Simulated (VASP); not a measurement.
# Re (C2/m) in VASP: notebook

Runs on Re. Level: r2SCAN. Tasks: electric field gradients.

Everything below comes from runs of VASP 6.6.1. Logs are shortened: lines on timing, memory, paths and dates and some standing lists are left out, and cuts for length are marked.

### Step 1. The cell of the first run

Symmetry: C2/m, No. 12, monoclinic system. Conventional cell: a = 4.803 Å, b = 2.773 Å, c = 4.492 Å, α = 90.00°, β = 90.00°, γ = 90.00°. Within 2.8 Å of Re (site symmetry m) lie 9 Re at 2.10 to 2.77 Å.

### Step 2. Electric field gradients, r2SCAN (shortest bond scaled by 0.76)

Input file POSCAR:

```
Re
1.0
    2.7728322014      0.0000000000      0.0000000000
   -1.3864161007      2.4013431268      0.0000000000
    0.0000000000      0.0000000000      4.4919881662
Re
2
Direct
    0.2533333333      0.6266666667      0.1900000000
    0.7466666667      0.3733333333      0.8100000000
```

Input file INCAR.step1:

```
PREC = Accurate
ENCUT = 520
ISMEAR = -1
SIGMA = 0.05
LREAL = False
LASPH = True
NELM = 80
NBANDS = 14
GGA = PE
ALGO = Normal
EDIFF = 1E-4
LWAVE = True
LCHARG = False
```

Input file INCAR.step2:

```
PREC = Accurate
ENCUT = 520
EDIFF = 1E-8
ISMEAR = -1
SIGMA = 0.05
LREAL = False
LASPH = True
NELM = 80
ALGO = Normal
ISIF = 2
LWAVE = False
LCHARG = False
METAGGA = R2SCAN
LMIXTAU = True
LEFG = True
NBANDS = 14
ISTART = 1
```

Input file KPOINTS:

```
Automatic mesh
0
Gamma
  12 12 7
```

Potentials or basis: VASP PAW PBE potentials, release 64 (Re).

On the command line:

```console
$ cat potpaw_PBE.64/Re/POTCAR > POTCAR
$ cp INCAR.step1 INCAR
$ mpirun -np 1 vasp_std > vasp.out
$ cp INCAR.step2 INCAR
$ mpirun -np 1 vasp_std > vasp.out
```

OUTCAR:

```text
PREC = Accurate
   ENCUT = 520
   EDIFF = 1E-8
   ISMEAR = -1
   LREAL = False
   LASPH = True
   NELM = 80
   ISIF = 2
   METAGGA = R2SCAN
   ISTART = 1

 ion  position               nearest neighbor table
   1  0.253  0.627  0.190-   2 2.10   2 2.50   2 2.50   2 3.04   2 3.33   2 3.33
   2  0.747  0.373  0.810-   1 2.10   1 2.50   1 2.50   1 3.04   1 3.33   1 3.33

  LATTYP: Found a hexagonal cell.
 ALAT       =     2.7728322014
 C/A-ratio  =     1.6200000000

  Lattice vectors:

 A1 = (   2.7728322014,   0.0000000000,   0.0000000000)
 A2 = (  -1.3864161007,   2.4013431268,   0.0000000000)
 A3 = (   0.0000000000,   0.0000000000,   4.4919881662)

Analysis of symmetry for initial positions (statically):
=====================================================================
 Subroutine PRICEL returns:
 Original cell was already a primitive cell.

 Routine SETGRP: Setting up the symmetry group for a
 hexagonal supercell.

 Subroutine GETGRP returns: Found  4 space group operations
 (whereof  4 operations were pure point group operations)
 out of a pool of 24 trial point group operations.

The static configuration has the point symmetry C_2h.

Analysis of symmetry for dynamics (positions and initial velocities):
=====================================================================
 Subroutine PRICEL returns:
 Original cell was already a primitive cell.

 Routine SETGRP: Setting up the symmetry group for a
 hexagonal supercell.

 Subroutine GETGRP returns: Found  4 space group operations
 (whereof  4 operations were pure point group operations)
 out of a pool of 24 trial point group operations.

The dynamic configuration has the point symmetry C_2h.

 Subroutine INISYM returns: Found  4 space group operations
 (whereof  4 operations are pure point group operations),
 and found     1 'primitive' translations

----------------------------------------------------------------------------------------

                                     Primitive cell

  volume of cell :      29.9100

  direct lattice vectors                    reciprocal lattice vectors
     2.772832201  0.000000000  0.000000000     0.360642090  0.208216808  0.000000000
    -1.386416101  2.401343127  0.000000000     0.000000000  0.416433615  0.000000000
     0.000000000  0.000000000  4.491988166     0.000000000  0.000000000  0.222618574

  length of vectors
     2.772832201  2.772832201  4.491988166     0.416433615  0.416433615  0.222618574

  position of ions in fractional coordinates (direct lattice)
     0.253333333  0.626666667  0.190000000
     0.746666667  0.373333333  0.810000000

  ion indices of the primitive-cell ions
   primitive index   ion index
                 1           1
                 2           2

----------------------------------------------------------------------------------------

 KPOINTS: Automatic mesh

Automatic generation of k-mesh.
 Grid dimensions read from file:
 generate k-points for:   12   12    7

 Generating k-lattice:

  Cartesian coordinates                     Fractional coordinates (reciprocal lattice)
     0.030053507  0.017351401  0.000000000     0.083333333  0.000000000  0.000000000
     0.000000000  0.034702801  0.000000000     0.000000000  0.083333333  0.000000000
     0.000000000  0.000000000  0.031802653     0.000000000  0.000000000  0.142857143

  Length of vectors
     0.034702801  0.034702801  0.031802653

  Shift w.r.t. Gamma in fractional coordinates (k-lattice)
     0.000000000  0.000000000  0.000000000

 Subroutine IBZKPT returns following result:
 ===========================================

 Found    277 irreducible k-points:

 Following reciprocal coordinates:
            Coordinates               Weight
  0.000000  0.000000  0.000000      1.000000
  0.083333  0.000000  0.000000      2.000000
  0.000000  0.083333  0.000000      4.000000
  0.166667  0.000000  0.000000      2.000000
  0.000000  0.166667  0.000000      4.000000
  0.250000  0.000000  0.000000      2.000000
[... 16 lines left out ...]
 -0.083333  0.416667  0.000000      4.000000
 -0.416667  0.333333  0.000000      4.000000
 [... further k-points ...]
   k-points           NKPTS =    277   k-points in BZ     NKDIM =    277   number of bands    NBANDS=     14
   number of dos      NEDOS =    301   number of ions     NIONS =      2
   total plane-waves  NPLWV =  20736
   dimension x,y,z NGX =    24 NGY =   24 NGZ =   36
   dimension x,y,z NGXF=    48 NGYF=   48 NGZF=   72
   ions per type =               2
   NGX,Y,Z   is equivalent  to a cutoff of  14.39, 14.39, 13.32 a.u.
   NGXF,Y,Z  is equivalent  to a cutoff of  28.78, 28.78, 26.65 a.u.
 SYSTEM =  unknown system
   PREC   = accura    normal or accurate (medium, high low for compatibility)
   ISTART =      1    job   : 0-new  1-cont  2-samecut
   ICHARG =      0    charge: 1-file 2-atom 10-const
   ISPIN  =      1    spin polarized calculation?
   LNONCOLLINEAR =      F non collinear calculations
   LSORBIT =      F    spin-orbit coupling
   LASPH  =      T    aspherical Exc in radial PAW
   ENCUT  =  520.0 eV  38.22 Ry    6.18 a.u.   5.16  5.16  8.35*2*pi/ulx,y,z
   NELM   =     80;   NELMIN=  2; NELMDL=  0     # of ELM steps
   EDIFF  = 0.1E-07   stopping-criterion for ELM
   LREAL  =      F    real-space projection
   EDIFFG = 0.1E-06   stopping-criterion for IOM
   NSW    =      0    number of steps for IOM
   IBRION =     -1    ionic relax: 0-MD 1-quasi-New 2-CG
   NFREE  =      0    steps in history (QN), initial steepest desc. (CG)
   ISIF   =      2    stress and relaxation
   ISYM   =      2    0-nonsym 1-usesym 2-fastsym
   POTIM  = 0.5000    time-step for ionic-motion
   TEBEG  =    0.0;   TEEND  =   0.0 temperature during run
   PSTRESS=    0.0 pullay stress
   NELECT =      14.0000    total number of electrons
   NUPDOWN=      -1.0000    fix difference up-down
   EMIN   =  10.00;   EMAX   =-10.00  energy-range for DOS
   EFERMI =   0.00;   METHOD = LEGACY
   ISMEAR =    -1;   SIGMA  =   0.05  broadening in eV -4-tet -1-fermi 0-gaus
   EFERMI_NEDOS =   21; number of points for ismear=-14 and -15
   IALGO  =     38    algorithm
   IMIX   =      4    mixing-type and parameters
     AMIX     =   0.40;   BMIX     =  1.00
     AMIX_MAG =   1.60;   BMIX_MAG =  1.00
  volume/ion in A,a.u.               =      14.96       100.92
  Fermi-wavevector in a.u.,A,eV,Ry     =   1.271097  2.402025 21.982765  1.615688
  Thomas-Fermi vector in A             =   2.404049
   LORBIT       =      0    0 simple, 1 ext, 2 COOP (PROOUT), +10 PAW based schemes
   METAGGA = R2SCAN    functional components
   LHFCALC =     F    Hartree Fock is set to
   AEXX    =    0.0000 exact exchange contribution
   IVDW    =     0    specifies the selected vdW correction
   LEPSILON=     F    determine dielectric tensor
   LRPA    =     F    only Hartree local field effects (RPA)
 non-spin polarized calculation
  energy-cutoff  :      520.00
  volume of cell :       29.91
 maximum number of plane-waves:       817
 NGX is ok and might be reduce to    24
   NGX = 11   NGY = 11   NGZ = 17

 number of electron      13.9999999 magnetization

 Free energy of the ion-electron system (eV)
  ---------------------------------------------------
  ext. energy  EPLUGINS =         0.00000000
  ---------------------------------------------------
  free energy    TOTEN  =      -102.40958142 eV

  energy without entropy =     -102.39817771  energy(sigma->0) =     -102.40387957

 E-fermi :   7.9374     XC(G=0): -14.6206

 val. band max:        7.9284627097   @ k =   0.0000   0.0000   0.0000
 cond. band min:       7.9377989149   @ k =   0.0833   0.5000   0.1429
 fundamental gap:      0.0093362053
 Fermi energy:         7.9374422417

 k-point     1 :       0.0000    0.0000    0.0000
  band No.  band energies     occupation
      1      -2.5908      2.00000
      2      -0.1799      2.00000
      3       3.5873      2.00000
      4       4.5610      2.00000
      5       4.7145      2.00000
      6       4.9999      2.00000
      7       6.8464      2.00000
      8       7.9285      1.08955
      9      10.5063      0.00000
     10      10.6308      0.00000
     11      10.8744      0.00000
     12      12.2483      0.00000
     13      15.7494      0.00000
     14      21.8984      0.00000
[... 377 lines left out ...]
      1       0.5378      2.00000
      2       1.0824      2.00000
      3       2.1519      2.00000
      4       4.1692      2.00000
      5       5.0744      2.00000
      6       6.2318      2.00000
      7       8.8296      0.00000
      8       9.4475      0.00000
      9      10.0647      0.00000
     10      11.6079      0.00000
     11      11.8641      0.00000
     12      16.9688      0.00000
     13      18.7850      0.00000
     14      19.2276      0.00000

 [... further k-points ...]

------------------------ aborting loop because EDIFF is reached ----------------------------------------

  FORCE on cell =-STRESS in cart. coord.  units (eV):
  Direction    XX          YY          ZZ          XY          YZ          ZX
  --------------------------------------------------------------------------------------
  -------------------------------------------------------------------------------------
  Total       10.0589235      6.5911933     14.3941565      3.0031424      2.3526361      4.0748698
  in kB      538.8224418    353.0678885    771.0461795    160.8681619    126.0227440    218.2769623
  external PRESSURE =     554.3121699 kB  Pullay stress =       0.0000000 kB

 VOLUME and BASIS-vectors are now :
 -----------------------------------------------------------------------------
  energy-cutoff  :      520.00
  volume of cell :       29.91
      direct lattice vectors                 reciprocal lattice vectors
     2.772832201  0.000000000  0.000000000     0.360642090  0.208216808  0.000000000
    -1.386416101  2.401343127  0.000000000     0.000000000  0.416433615  0.000000000
     0.000000000  0.000000000  4.491988166     0.000000000  0.000000000  0.222618574

 POSITION                                       TOTAL-FORCE (eV/Angst)
 -----------------------------------------------------------------------------------
     -0.16637      1.50484      0.85348         3.055852      1.764297     10.557533
      1.55279      0.89650      3.63851        -3.055852     -1.764297    -10.557533
 -----------------------------------------------------------------------------------
    total drift:                                0.000000     -0.000000      0.000000

  FREE ENERGIE OF THE ION-ELECTRON SYSTEM (eV)
  ---------------------------------------------------
  free  energy   TOTEN  =      -102.4095814197 eV

  energy  without entropy=     -102.3981777111  energy(sigma->0) =     -102.40387957

 Electric field gradients (V/A^2)
---------------------------------------------------------------------
 ion       V_xx      V_yy      V_zz      V_xy      V_xz      V_yz
---------------------------------------------------------------------
   1     -99.686   -20.261   119.946   -68.784    42.745    24.679
   2     -99.686   -20.261   119.946   -68.784    42.745    24.679
---------------------------------------------------------------------

 Electric field gradients after diagonalization (V/A^2)
 (convention: |V_zz| > |V_xx| > |V_yy|)
----------------------------------------------------------------------
 ion       V_xx      V_yy      V_zz     asymmetry (V_yy - V_xx)/ V_zz
----------------------------------------------------------------------
   1     129.022    19.452  -148.475       0.738
   2     129.022    19.452  -148.475       0.738
----------------------------------------------------------------------

           NMR quadrupolar parameters

 Cq : quadrupolar parameter    Cq=e*Q*V_zz/h
 eta: asymmetry parameters     (V_yy - V_xx)/ V_zz
 Q  : nuclear electric quadrupole moment in mb (millibarn)
----------------------------------------------------------------------
 ion       Cq(MHz)       eta       Q (mb)
----------------------------------------------------------------------
   1      -0.359       0.738       1.000
   2      -0.359       0.738       1.000
----------------------------------------------------------------------
```

It took 2.7 min on 1 thread of Intel Xeon 6975P-C (Granite Rapids), shared host; peak memory 0.24 GiB.

Results:

| Item | Value |
| --- | --- |
| Free energy | -102.4096 eV |
| Pressure | 55.4 GPa |
| Largest force | 11.132 eV/Å |
| Band gap on the k mesh | zero (bands 7 and 8 overlap by 2.99 eV) |
| Largest electric field gradient by atom | Re -148.5 V/Å² |

Forces in eV/Å, atoms in the order of the input:
```
Re    3.056   1.764  10.558
Re   -3.056  -1.764 -10.558
```

Levels at points of the mesh, in eV from the Fermi level:
```csv
k point,band 5,band 6,band 7,band 8,band 9,band 10
"(0.00, 0.00, 0.00)",-3.22,-2.94,-1.09,-0.01,2.57,2.69
"(0.50, 0.00, 0.00)",-2.53,-2.41,-0.79,2.30,4.17,4.95
"(0.00, 0.50, 0.00)",-1.52,-1.13,0.78,2.78,3.64,3.85
```

Electric field gradients, principal values (V/Å²):
| atom | least | middle | greatest (by size) |
| --- | --- | --- | --- |
| 1 Re | 19.452 | 129.022 | -148.475 |
| 2 Re | 19.452 | 129.022 | -148.475 |

Caveat: the cell differs from its parent crystal (shortest bond scaled by 0.76); atoms lie so close that the PAW spheres overlap strongly, which falsifies energies and pressures; the stress differs along the axes, from 35 to 77 GPa; without QUAD_EFG the Cq values of the log hold for a quadrupole moment of 1 mb, not for the nuclei; the PAW data sets were made with another functional, which shifts forces and pressure a little; spin-orbit coupling is left out, which moves the levels of the heavy elements.

(Continued in part 2 of 2.)
